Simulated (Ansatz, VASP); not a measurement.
**TaN in VASP and in Ansatz**

```
CELL_PARAMETERS angstrom
0.27340 2.32392 2.32392
2.32392 0.27340 2.32392
2.32392 2.32392 0.27340
ATOMIC_POSITIONS crystal
Ta 0.50000 0.50000 0.50000
N 0.00000 0.00000 0.00000
```

Alike in both runs: task single point; functional PBE; k mesh 20 × 20 × 20; occupations gaussian, width 0.15 eV; no spin polarisation.

|  | VASP | Ansatz |
| --- | --- | --- |
| version | VASP 6.6.1 | Ansatz 0.2.0 |
| potentials or method | VASP PAW PBE potentials, release 64 (Ta_pv, N), cutoff 520 eV | scalar-relativistic, plane waves, PAW |
| valence electrons in the cell | 16 | 18 |

VASP gave:

- gap on the k mesh at the Fermi level (eV): none
- pressure (GPa): 17.1
- traceless stress, the component that is largest in VASP (GPa): -6.31

Task: What did Ansatz give for the same quantities?

Result: gap on the k mesh at the Fermi level (eV): none; pressure (GPa): 16.1; traceless stress, the component that is largest in VASP (GPa): -6.35.

A gap of «none» marks a metal or a gap that the smearing closes. VASP's potentials hold 16 valence electrons a cell and Ansatz's 18, so a difference there can come from the potentials and not from the codes.

Neither program's run includes spin-orbit coupling.
